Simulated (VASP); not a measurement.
GaP, 2 atoms in the cell. Symmetry: I-4m2, No. 119, tetragonal system. The conventional cell has a = 3.831 Å, b = 3.831 Å, c = 5.369 Å, α = 90.00°, β = 90.00°, γ = 90.00°. Ga (site symmetry -4m2) has 4 P at 2.34 Å within 3.1 Å. Within 3.1 Å of P (site symmetry -4m2) lie 4 Ga at 2.34 Å.  This cell differs from its parent crystal: in-plane strain +0.005, then relaxed in part.

```yaml
Program: VASP 6.6.1
Task: single point
Functional: LDA
Potentials_or_basis: VASP PAW LDA potentials, release 64 (Ga_d, P)
Cutoff: 520 eV
k_mesh: 8 × 8 × 8
Occupations: gaussian, width 0.01 eV
Spin: no spin polarisation
Dipole_correction: no
Further_INCAR_settings: ALGO = Normal; EDIFF = 1e-06; NBANDS = 16
```

Potentials or basis: VASP PAW LDA potentials, release 64 (Ga_d, P).

Run with:

```console
$ cat potpaw_LDA.64/Ga_d/POTCAR potpaw_LDA.64/P/POTCAR > POTCAR
$ mpirun -np 1 vasp_std > vasp.out
```

Hardware: 1 thread of AMD EPYC 7R43 64-Core Processor (Zen 3), on a shared host.

Task: How long does it take, and how much memory?

Result: Wall time 36 s on 1 thread of AMD EPYC 7R43 64-Core Processor (Zen 3) (shared host), peak memory 0.12 GiB. Counts: scf iterations 12, k points 59.
